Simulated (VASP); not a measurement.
# Hf2ZrTe6 (P-3m1) in VASP: a series of runs

Hf2ZrTe6 is run at these levels: PBE; tasks: single point.

Program: VASP 6.6.1. These are calculated values, not measurements. Logs are shortened: lines on timing, memory, paths and dates and some standing lists are left out, and cuts for length are marked.

**1. The cell of the first run**

It takes space group P-3m1 (No. 164, trigonal). Conventional cell: a = 3.975 Å, b = 3.975 Å, c = 21.469 Å, α = 90.00°, β = 90.00°, γ = 120.00°. Within 3.8 Å of Zr (site symmetry -3m) lie 6 Te at 2.92 Å. Within 3.8 Å of Hf (site symmetry 3m) lie 6 Te at 2.90 Å. Te (site symmetry 3m) has 3 Zr at 2.92 Å within 3.8 Å. Te (site symmetry 3m) has 3 Hf at 2.90 Å within 3.8 Å. Te (site symmetry 3m) has 3 Hf at 2.90 Å within 3.8 Å.

**2. Single point, PBE**

File INCAR:

```
ALGO = Normal
EDIFF = 1E-7
ENCUT = 520
GGA = PE
ISIF = 2
ISMEAR = 0
LASPH = True
LCHARG = False
LREAL = False
LWAVE = False
NBANDS = 44
NELM = 60
PREC = Accurate
SIGMA = 0.1
```

File KPOINTS:

```
k-points
0
Gamma
  6 6 1
```

File POSCAR:

```
Hf2ZrTe6
1.0
    3.9749084000      0.0000000000      0.0000000000
   -1.9874542000      3.4423716000      0.0000000000
    0.0000000000      0.0000000000     21.4690505000
Zr Hf Te
1 2 6
Direct
    0.0000000000      0.0000000000      0.0000000000
    0.0000000000      0.0000000000      0.3320830000
    0.0000000000      0.0000000000      0.6679170000
    0.3333333000      0.6666667000      0.0838630000
    0.3333333000      0.6666667000      0.4147330000
    0.3333333000      0.6666667000      0.7504980000
    0.6666667000      0.3333333000      0.2495020000
    0.6666667000      0.3333333000      0.5852670000
    0.6666667000      0.3333333000      0.9161370000
```

Potentials or basis: VASP PAW PBE potentials, release 64 (Zr_sv, Hf_pv, Te).

On the command line:

```sh
> cat potpaw_PBE.64/Zr_sv/POTCAR potpaw_PBE.64/Hf_pv/POTCAR potpaw_PBE.64/Te/POTCAR > POTCAR
> mpirun -np 1 vasp_std > vasp.out
```

OUTCAR:

```text
EDIFF = 1E-7
   ENCUT = 520
   GGA = PE
   ISIF = 2
   ISMEAR = 0
   LASPH = True
   LREAL = False
   NELM = 60
   PREC = Accurate

 ion  position               nearest neighbor table
   1  0.000  0.000  0.000-   4 2.92   9 2.92   4 2.92   9 2.92   9 2.92   4 2.92
   2  0.000  0.000  0.332-   7 2.90   7 2.90   7 2.90   5 2.90   5 2.90   5 2.90
   3  0.000  0.000  0.668-   6 2.90   6 2.90   6 2.90   8 2.90   8 2.90   8 2.90
   4  0.333  0.667  0.084-   1 2.92   1 2.92   1 2.92
   5  0.333  0.667  0.415-   2 2.90   2 2.90   2 2.90
   6  0.333  0.667  0.750-   3 2.90   3 2.90   3 2.90
   7  0.667  0.333  0.250-   2 2.90   2 2.90   2 2.90
   8  0.667  0.333  0.585-   3 2.90   3 2.90   3 2.90
   9  0.667  0.333  0.916-   1 2.92   1 2.92   1 2.92

  LATTYP: Found a hexagonal cell.
 ALAT       =     3.9749084000
 C/A-ratio  =     5.4011434578

  Lattice vectors:

 A1 = (   3.9749084000,   0.0000000000,   0.0000000000)
 A2 = (  -1.9874542000,   3.4423716000,   0.0000000000)
 A3 = (   0.0000000000,   0.0000000000,  21.4690505000)

Analysis of symmetry for initial positions (statically):
=====================================================================
 Subroutine PRICEL returns:
 Original cell was already a primitive cell.

 Routine SETGRP: Setting up the symmetry group for a
 hexagonal supercell.

 Subroutine GETGRP returns: Found 12 space group operations
 (whereof 12 operations were pure point group operations)
 out of a pool of 24 trial point group operations.

The static configuration has the point symmetry D_3d.

Analysis of symmetry for dynamics (positions and initial velocities):
=====================================================================
 Subroutine PRICEL returns:
 Original cell was already a primitive cell.

 Routine SETGRP: Setting up the symmetry group for a
 hexagonal supercell.

 Subroutine GETGRP returns: Found 12 space group operations
 (whereof 12 operations were pure point group operations)
 out of a pool of 24 trial point group operations.

The dynamic configuration has the point symmetry D_3d.

 Subroutine INISYM returns: Found 12 space group operations
 (whereof 12 operations are pure point group operations),
 and found     1 'primitive' translations

----------------------------------------------------------------------------------------

                                     Primitive cell

  volume of cell :     293.7634

  direct lattice vectors                    reciprocal lattice vectors
     3.974908400  0.000000000  0.000000000     0.251578124  0.145248700  0.000000000
    -1.987454200  3.442371600  0.000000000     0.000000000  0.290497400  0.000000000
     0.000000000  0.000000000 21.469050500     0.000000000  0.000000000  0.046578678

  length of vectors
     3.974908400  3.974908355 21.469050500     0.290497397  0.290497400  0.046578678

  position of ions in fractional coordinates (direct lattice)
     0.000000000  0.000000000  0.000000000
     0.000000000  0.000000000  0.332083000
     0.000000000  0.000000000  0.667917000
     0.333333300  0.666666700  0.083863000
     0.333333300  0.666666700  0.414733000
     0.333333300  0.666666700  0.750498000
     0.666666700  0.333333300  0.249502000
     0.666666700  0.333333300  0.585267000
     0.666666700  0.333333300  0.916137000

  ion indices of the primitive-cell ions
   primitive index   ion index
                 1           1
                 2           2
                 3           3
                 4           4
                 5           5
                 6           6
                 7           7
                 8           8
                 9           9

----------------------------------------------------------------------------------------

 KPOINTS: k-points

Automatic generation of k-mesh.
 Grid dimensions read from file:
 generate k-points for:    6    6    1

 Generating k-lattice:

  Cartesian coordinates                     Fractional coordinates (reciprocal lattice)
     0.041929687  0.024208117  0.000000000     0.166666667  0.000000000  0.000000000
     0.000000000  0.048416233  0.000000000     0.000000000  0.166666667  0.000000000
     0.000000000  0.000000000  0.046578678     0.000000000  0.000000000  1.000000000

  Length of vectors
     0.048416233  0.048416233  0.046578678

  Shift w.r.t. Gamma in fractional coordinates (k-lattice)
     0.000000000  0.000000000  0.000000000

 Subroutine IBZKPT returns following result:
 ===========================================

 Found      7 irreducible k-points:

 Following reciprocal coordinates:
            Coordinates               Weight
  0.000000  0.000000  0.000000      1.000000
  0.166667  0.000000  0.000000      6.000000
  0.333333  0.000000  0.000000      6.000000
  0.500000  0.000000  0.000000      3.000000
  0.166667  0.166667  0.000000      6.000000
  0.333333  0.166667  0.000000     12.000000
  0.333333  0.333333  0.000000      2.000000
   k-points           NKPTS =      7   k-points in BZ     NKDIM =      7   number of bands    NBANDS=     44
   number of dos      NEDOS =    301   number of ions     NIONS =      9
   total plane-waves  NPLWV = 144000
   dimension x,y,z NGX =    30 NGY =   30 NGZ =  160
   dimension x,y,z NGXF=    60 NGYF=   60 NGZF=  320
   ions per type =               1   2   6
   NGX,Y,Z   is equivalent  to a cutoff of  12.55, 12.55, 12.39 a.u.
   NGXF,Y,Z  is equivalent  to a cutoff of  25.09, 25.09, 24.78 a.u.
 SYSTEM =  unknown system
   PREC   = accura    normal or accurate (medium, high low for compatibility)
   ISTART =      0    job   : 0-new  1-cont  2-samecut
   ICHARG =      2    charge: 1-file 2-atom 10-const
   ISPIN  =      1    spin polarized calculation?
   LNONCOLLINEAR =      F non collinear calculations
   LSORBIT =      F    spin-orbit coupling
   LASPH  =      T    aspherical Exc in radial PAW
   ENCUT  =  520.0 eV  38.22 Ry    6.18 a.u.   7.39  7.39 39.92*2*pi/ulx,y,z
   NELM   =     60;   NELMIN=  2; NELMDL= -5     # of ELM steps
   EDIFF  = 0.1E-06   stopping-criterion for ELM
   LREAL  =      F    real-space projection
   EDIFFG = 0.1E-05   stopping-criterion for IOM
   NSW    =      0    number of steps for IOM
   IBRION =     -1    ionic relax: 0-MD 1-quasi-New 2-CG
   NFREE  =      0    steps in history (QN), initial steepest desc. (CG)
   ISIF   =      2    stress and relaxation
   ISYM   =      2    0-nonsym 1-usesym 2-fastsym
   POTIM  = 0.5000    time-step for ionic-motion
   TEBEG  =    0.0;   TEEND  =   0.0 temperature during run
   PSTRESS=    0.0 pullay stress
   NELECT =      68.0000    total number of electrons
   NUPDOWN=      -1.0000    fix difference up-down
   EMIN   =  10.00;   EMAX   =-10.00  energy-range for DOS
   EFERMI =   0.00;   METHOD = LEGACY
   ISMEAR =     0;   SIGMA  =   0.10  broadening in eV -4-tet -1-fermi 0-gaus
   EFERMI_NEDOS =   21; number of points for ismear=-14 and -15
   IALGO  =     38    algorithm
   IMIX   =      4    mixing-type and parameters
     AMIX     =   0.40;   BMIX     =  1.00
     AMIX_MAG =   1.60;   BMIX_MAG =  1.00
  volume/ion in A,a.u.               =      32.64       220.27
  Fermi-wavevector in a.u.,A,eV,Ry     =   1.005183  1.899521 13.747236  1.010393
  Thomas-Fermi vector in A             =   2.137846
   LORBIT       =      0    0 simple, 1 ext, 2 COOP (PROOUT), +10 PAW based schemes
   GGA     = PE    functional components
   LHFCALC =     F    Hartree Fock is set to
   AEXX    =    0.0000 exact exchange contribution
   IVDW    =     0    specifies the selected vdW correction
   LEPSILON=     F    determine dielectric tensor
   LRPA    =     F    only Hartree local field effects (RPA)
 non-spin polarized calculation
 Gauss-broadening in eV      SIGMA  =   0.10
  energy-cutoff  :      520.00
  volume of cell :      293.76
 maximum number of plane-waves:      7945
 NGX is ok and might be reduce to    30
   NGX = 15   NGY = 15   NGZ = 79

 number of electron      68.0000007 magnetization

 Free energy of the ion-electron system (eV)
  ---------------------------------------------------
  ext. energy  EPLUGINS =         0.00000000
  ---------------------------------------------------
  free energy    TOTEN  =       -54.82014882 eV

  energy without entropy =      -54.80301428  energy(sigma->0) =      -54.81158155

 E-fermi :   4.9884     XC(G=0):  -9.1214

 val. band max:        4.9637957741   @ k =   0.5000   0.0000   0.0000
 cond. band min:       5.0413888461   @ k =   0.3333   0.0000   0.0000
 fundamental gap:      0.0775930720
 Fermi energy:         4.9884200257

 k-point     1 :       0.0000    0.0000    0.0000
  band No.  band energies     occupation
      1     -44.6206      2.00000
      2     -26.6372      2.00000
      3     -26.6372      2.00000
      4     -26.6372      2.00000
      5     -26.6372      2.00000
      6     -26.6355      2.00000
[... 36 lines left out ...]
     43       6.2145      0.00000
     44       8.7442      0.00000

 k-point     2 :       0.1667    0.0000    0.0000
  band No.  band energies     occupation
      1     -44.6191      2.00000
      2     -26.6534      2.00000
      3     -26.6534      2.00000
      4     -26.6410      2.00000
      5     -26.6409      2.00000
      6     -26.6320      2.00000
[... 36 lines left out ...]
     43       7.0763      0.00000
     44       8.0187      0.00000

 k-point     3 :       0.3333    0.0000    0.0000
  band No.  band energies     occupation
      1     -44.6160      2.00000
      2     -26.6854      2.00000
      3     -26.6854      2.00000
      4     -26.6484      2.00000
      5     -26.6484      2.00000
      6     -26.6249      2.00000
[... 177 lines left out ...]
     43       7.4067      0.00000
     44       8.0767      0.00000

 k-point     7 :       0.3333    0.3333    0.0000
  band No.  band energies     occupation
      1     -44.6138      2.00000
      2     -26.6817      2.00000
      3     -26.6817      2.00000
      4     -26.6817      2.00000
      5     -26.6817      2.00000
      6     -26.6197      2.00000
[... 36 lines left out ...]
     43       7.2202      0.00000
     44       8.3062      0.00000

------------------------ aborting loop because EDIFF is reached ----------------------------------------

  FORCE on cell =-STRESS in cart. coord.  units (eV):
  Direction    XX          YY          ZZ          XY          YZ          ZX
  --------------------------------------------------------------------------------------
  -------------------------------------------------------------------------------------
  Total       -0.4517893     -0.4517893      0.0444197      0.0000000     -0.0000000     -0.0000000
  in kB       -2.4640459     -2.4640458      0.2422640      0.0000000     -0.0000000     -0.0000000
  external PRESSURE =      -1.5619426 kB  Pullay stress =       0.0000000 kB

 VOLUME and BASIS-vectors are now :
 -----------------------------------------------------------------------------
  energy-cutoff  :      520.00
  volume of cell :      293.76
      direct lattice vectors                 reciprocal lattice vectors
     3.974908400  0.000000000  0.000000000     0.251578124  0.145248700  0.000000000
    -1.987454200  3.442371600  0.000000000     0.000000000  0.290497400  0.000000000
     0.000000000  0.000000000 21.469050500     0.000000000  0.000000000  0.046578678

 POSITION                                       TOTAL-FORCE (eV/Angst)
 -----------------------------------------------------------------------------------
      0.00000      0.00000      0.00000         0.000000      0.000000     -0.000000
      0.00000      0.00000      7.12951         0.000000      0.000000     -0.007214
      0.00000      0.00000     14.33954         0.000000     -0.000000      0.007214
     -0.00000      2.29491      1.80046         0.000000     -0.000000      0.004017
     -0.00000      2.29491      8.90392        -0.000000      0.000000     -0.013960
     -0.00000      2.29491     16.11248         0.000000     -0.000000     -0.020648
      1.98745      1.14746      5.35657        -0.000000      0.000000      0.020648
      1.98745      1.14746     12.56513        -0.000000      0.000000      0.013960
      1.98745      1.14746     19.66859         0.000000      0.000000     -0.004017
 -----------------------------------------------------------------------------------
    total drift:                                0.000000      0.000000      0.000000

  FREE ENERGIE OF THE ION-ELECTRON SYSTEM (eV)
  ---------------------------------------------------
  free  energy   TOTEN  =       -54.8201488162 eV

  energy  without entropy=      -54.8030142811  energy(sigma->0) =      -54.81158155
```

Run time: 3.1 min. Hardware: 1 thread of Intel Xeon 6975P-C (Granite Rapids), shared host; peak memory 0.41 GiB.

What came out:

| Property | Result |
| --- | --- |
| Free energy | -54.8201 eV |
| Pressure | -0.2 GPa |
| Largest force | 0.021 eV/Å |
| Band gap on the k mesh | zero (band 34 reaches 5.45 eV, above the bottom of band 35 at 4.93 eV) |

Forces in eV/Å, atoms in the order of the input:
```
Zr   0.000  0.000  0.000
Hf   0.000  0.000 -0.007
Hf   0.000  0.000  0.007
Te   0.000  0.000  0.004
Te   0.000  0.000 -0.014
Te   0.000  0.000 -0.021
Te   0.000  0.000  0.021
Te   0.000  0.000  0.014
Te   0.000  0.000 -0.004
```

Caveat: spin-orbit coupling is left out, which moves the levels of the heavy elements; this functional lacks dispersion, which binds the layers, so the pressure and a relaxed spacing across them are unreliable.

**3. Single point, PBE**

File INCAR:

```
SYSTEM = Hf2ZrTe6
ALGO     = Normal         ! electronic algorithm
EDIFF    = 1E-7           ! SCF threshold, eV
ENCUT    = 520            ! plane-wave cutoff, eV
GGA      = PE             ! functional
ISIF     = 2              ! what is computed and relaxed
ISMEAR   = 0              ! smearing method
LASPH    = .TRUE.         ! aspherical terms in the spheres
LCHARG   = .FALSE.        ! write CHGCAR
LREAL    = .FALSE.        ! projectors in reciprocal space
LWAVE    = .FALSE.        ! write WAVECAR
NBANDS   = 44             ! bands
NELM     = 60             ! most SCF steps
PREC     = Accurate       ! precision mode
SIGMA    = 0.2            ! smearing width, eV
```

File KPOINTS:

```
k-points
0
G
  6 6 1
  0 0 0
```

File POSCAR:

```
Hf2ZrTe6
1.0
    3.9749083699      0.0000000000      0.0000000000
   -1.9874541850      3.4423716261      0.0000000000
    0.0000000000      0.0000000000     21.4690505000
Zr Hf Te
1 2 6
Direct
    0.0000000000      0.0000000000      0.0000000000
    0.0000000000      0.0000000000      0.3320830000
    0.0000000000      0.0000000000      0.6679170000
    0.3333333333      0.6666666667      0.0838630000
    0.3333333333      0.6666666667      0.4147330000
    0.3333333333      0.6666666667      0.7504980000
    0.6666666667      0.3333333333      0.2495020000
    0.6666666667      0.3333333333      0.5852670000
    0.6666666667      0.3333333333      0.9161370000
```

Potentials or basis: VASP PAW PBE potentials, release 64 (Zr_sv, Hf_pv, Te).

On the command line:

```sh
> cat potpaw_PBE.64/Zr_sv/POTCAR potpaw_PBE.64/Hf_pv/POTCAR potpaw_PBE.64/Te/POTCAR > POTCAR
> mpirun -np 1 vasp_std > vasp.out
```

Wall time 2.3 min (1 thread of Intel Xeon 6975P-C (Granite Rapids), shared host); peak memory 0.41 GiB.

Results (log left out):

```
Free energy            : -54.8418 eV
Pressure               : -0.1 GPa
Largest force          : 0.023 eV/Å
Band gap on the k mesh : zero (band 34 reaches 5.44 eV, above the bottom of band 35 at 4.93 eV)
```

Forces in eV/Å, atoms in the order of the input:
```
Zr   0.000  0.000  0.000
Hf   0.000  0.000 -0.005
Hf   0.000  0.000  0.005
Te   0.000  0.000  0.003
Te   0.000  0.000 -0.018
Te   0.000  0.000 -0.023
Te   0.000  0.000  0.023
Te   0.000  0.000  0.018
Te   0.000  0.000 -0.003
```

Stress tensor (GPa, compression positive):
```
-0.22  0.00  0.00
 0.00 -0.22  0.00
 0.00  0.00  0.00
```

Levels at points of the mesh, in eV from the Fermi level:
```csv
k point,band 32,band 33,band 34,band 35,band 36,band 37
"(0.00, 0.00, 0.00)",0.33,0.48,0.48,0.77,0.77,0.77
"(0.50, 0.00, 0.00)",-1.13,-1.01,-0.79,-0.04,0.01,0.12
```

Caveat: spin-orbit coupling is left out, which moves the levels of the heavy elements; this functional lacks dispersion, which binds the layers, so the pressure and a relaxed spacing across them are unreliable.
